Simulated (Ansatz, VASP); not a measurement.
## Sr2ScI5 in VASP and in Ansatz

File INCAR:

```
PREC     = Accurate       # precision mode
ENCUT    = 500            # plane-wave cutoff, eV
EDIFF    = 1E-6           # SCF threshold, eV
ISMEAR   = 0              # smearing method
SIGMA    = 0.1            # smearing width, eV
LREAL    = False          # projectors in reciprocal space
LASPH    = True           # aspherical terms in the spheres
NELM     = 200            # most SCF steps
ALGO     = Normal         # electronic algorithm
ISIF     = 2              # what is computed and relaxed
LWAVE    = False          # write WAVECAR
LCHARG   = False          # write CHGCAR
ISPIN    = 2              # spin polarisation
MAGMOM   = 0 0 1 0 0 0 0 0 # initial moments
LORBIT   = 11             # projections on sites
LMAXMIX  = 4              # l up to which the mixer works
GGA      = PE             # functional
NBANDS   = 47             # bands
GGA_COMPAT= False
```

The input KPOINTS:

```
Automatic mesh
0
Gamma
  4 4 2
```

The input POSCAR:

```
Sr2ScI5
1.0
    5.4601057011      0.0000000000      0.0000000000
    0.0000000000      5.4601057011      0.0000000000
    0.0000000000      0.0000000000      9.6724941861
Sr Sc I
2 1 5
Direct
    0.0000000000      0.0000000000      0.0000000000
    0.5000000000      0.5000000000      0.5000000000
    0.0000000000      0.0000000000      0.5000000000
    0.0000000000      0.5000000000      0.3080229474
    0.5000000000      0.0000000000      0.6919770526
    0.5000000000      0.0000000000      0.3080229474
    0.0000000000      0.5000000000      0.6919770526
    0.5000000000      0.5000000000      0.0000000000
```

Input for Ansatz:

```yaml
crystal:
  lattice:
    - [5.4601057011, 0.0, 0.0]
    - [0.0, 5.4601057011, 0.0]
    - [0.0, 0.0, 9.6724941861]
  atoms:
    - { symbol: Sr, position: [0.0, 0.0, 0.0] }
    - { symbol: Sr, position: [0.5, 0.5, 0.5] }
    - { symbol: Sc, position: [0.0, 0.0, 0.5], spin: 1.0 }
    - { symbol: I, position: [0.0, 0.5, 0.3080229474] }
    - { symbol: I, position: [0.5, 0.0, 0.6919770526] }
    - { symbol: I, position: [0.5, 0.0, 0.3080229474] }
    - { symbol: I, position: [0.0, 0.5, 0.6919770526] }
    - { symbol: I, position: [0.5, 0.5, 0.0] }
basis:
  ecutwfc: 420
kpoints:
  mp_grid: { grid: [4, 4, 2] }
hamiltonian:
  xc: pbe
scf:
  occupations: { method: gaussian, width: 0.1 }
  lower_state_search: "off"
output:
  forces: true
  stress: true
  eigenvalues: true
  populations: true
magnetization:
  spin_polarized: true
```

Change from the starting cell: species swapped into the Al5CuW2 type (P4/mmm, No. 123).

Alike in both runs: task single point; functional PBE; k mesh 4 × 4 × 2; occupations gaussian, width 0.1 eV; collinear spin.

|  | VASP | Ansatz |
| --- | --- | --- |
| version | VASP 6.6.1 | Ansatz 0.2.0 |
| potentials or method | VASP PAW PBE potentials, release 64 (Sr_sv, Sc_sv, I), cutoff 500 eV | scalar-relativistic, plane waves, PAW |
| valence electrons in the cell | 66 | 116 |

```csv
,VASP,Ansatz,Ansatz less VASP
gap on the k mesh at the Fermi level (eV),none,none,-
pressure (GPa),0.4,0.4,-0.05
rms of the force components (eV/Å),0.042,0.037,-0.0041
net moment per atom (μB),0.20,0.20,0.000
size of the moment on the site where the two differ most (μB),0.92,0.99,+0.069
```

Site moments also hang on the region over which each program counts them. Atom by atom the forces differ by 0.004 eV/Å (rms over components). A gap of «none» marks a metal or a gap that the smearing closes. The functional is the same, so the differences come from potentials, cutoffs and numerics. VASP's potentials hold 66 valence electrons a cell and Ansatz's 116, so a difference there can come from the potentials and not from the codes.

Neither program's run includes spin-orbit coupling.
